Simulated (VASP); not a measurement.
La, 2 atoms in the cell. The structure is hexagonal, space group P6_3/mmc (No. 194). The conventional cell has a = 3.845 Å, b = 3.845 Å, c = 6.230 Å, α = 90.00°, β = 90.00°, γ = 120.00°. La (site symmetry -6m2) has 12 La at 3.83 to 3.85 Å within 5.0 Å. 

| Quantity | Value |
| --- | --- |
| Program | VASP 6.6.1 |
| Task | relaxation of shape and atoms at fixed volume |
| Functional | PBE |
| Potentials or basis | VASP PAW PBE potentials, release 64 (La) |
| Cutoff | 600 eV |
| k mesh | 15 × 15 × 8 |
| Occupations | gaussian, width 0.1 eV |
| Spin | no spin polarisation |
| Dipole correction | no |
| Further INCAR settings | ALGO = Fast; EDIFF = 1e-06; IBRION = 2; EDIFFG = -0.01; NSW = 50; ISIF = 4 |

Potentials or basis: VASP PAW PBE potentials, release 64 (La).

Command:

```sh
$ cat potpaw_PBE.64/La/POTCAR > POTCAR
$ mpirun -np 1 vasp_std > vasp.out
```

Hardware: 1 thread of Intel Xeon 8259CL, on a shared host.

**Question.** How long does it take, and how much memory?

**Answer.** Run time: 19 min on 1 thread of Intel Xeon 8259CL, on a shared host, peak memory 0.4 GiB. Counts: scf iterations 63, k points 135, ion steps 4.
